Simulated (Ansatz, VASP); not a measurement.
**Pt in VASP and in Ansatz**

Contents of INCAR:

```
SYSTEM = Pt
ALGO     = Normal         ! electronic algorithm
EDIFF    = 1E-7           ! SCF threshold, eV
EDIFFG   = -0.04          ! ionic threshold
ENCUT    = 600            ! plane-wave cutoff, eV
GGA      = PS             ! functional
IBRION   = 2              ! ionic algorithm
ISIF     = 3              ! what is computed and relaxed
ISMEAR   = 0              ! smearing method
LASPH    = .TRUE.         ! aspherical terms in the spheres
LCHARG   = .FALSE.        ! write CHGCAR
LREAL    = .FALSE.        ! projectors in reciprocal space
LWAVE    = .FALSE.        ! write WAVECAR
NELM     = 100            ! most SCF steps
NSW      = 90             ! ionic steps
PREC     = Accurate       ! precision mode
SIGMA    = 0.1            ! smearing width, eV
```

KPOINTS

```
k-points
0
G
  6 6 4
  0 0 0
```

File POSCAR:

```
Pt
1.0
    3.5578603427      0.0000000000      0.0000000000
   -1.7789301714      3.0811974399      0.0000000000
    0.0000000000      0.0000000000      5.8704695655
Pt
4
Direct
    0.3333333333      0.6666666667      0.4375000000
    0.6666666667      0.3333333333      0.9375000000
    0.6666666667      0.3333333333      0.5625000000
    0.3333333333      0.6666666667      0.0625000000
```

Input for Ansatz:

```yaml
crystal:
  lattice:
    - [3.5578603427, 0.0, 0.0]
    - [-1.7789301714, 3.0811974399, 0.0]
    - [0.0, 0.0, 5.8704695655]
  atoms:
    - { symbol: Pt, position: [0.3333333333, 0.6666666667, 0.4375] }
    - { symbol: Pt, position: [0.6666666667, 0.3333333333, 0.9375] }
    - { symbol: Pt, position: [0.6666666667, 0.3333333333, 0.5625] }
    - { symbol: Pt, position: [0.3333333333, 0.6666666667, 0.0625] }
basis:
  ecutwfc: 420
kpoints:
  mp_grid: { grid: [6, 6, 4] }
hamiltonian:
  xc: pbesol
scf:
  occupations: { method: gaussian, width: 0.1 }
  lower_state_search: "off"
output:
  forces: true
  stress: true
  eigenvalues: true
relax:
  adjacent_minimum: "off"
  f_tol: 0.04
  max_steps: 70
  cell: { stress_tol: 0.4 }
```

Alike in both runs: task relaxation of cell and atoms; functional PBEsol; k mesh 6 × 6 × 4; occupations gaussian, width 0.1 eV; no spin polarisation.

|  | VASP | Ansatz |
| --- | --- | --- |
| version | VASP 6.6.1 | Ansatz 0.2.0 |
| potentials or method | VASP PAW PBE potentials, release 64 (Pt), cutoff 600 eV | scalar-relativistic, plane waves, PAW |
| valence electrons in the cell | 40 | 72 |

VASP gave:

- gap on the k mesh at the Fermi level, each at its own relaxed structure (eV): none
- relaxed volume (Å³/atom): 22.93
- relaxed length of the cell vector where the two differ most in proportion (Å): 6.598

What did Ansatz give for the same quantities?

gap on the k mesh at the Fermi level, each at its own relaxed structure (eV): none; relaxed volume (Å³/atom): 22.96; relaxed length of the cell vector where the two differ most in proportion (Å): 6.644.

VASP's potentials were made for PBE, not for PBEsol. A gap of «none» marks a metal or a gap that the smearing closes. VASP's potentials hold 40 valence electrons a cell and Ansatz's 72, so a difference there can come from the potentials and not from the codes.

Spin-orbit coupling is off throughout. Noted on VASP's run: the volume moved by over 15 % at a fixed basis, so the end points are rough.
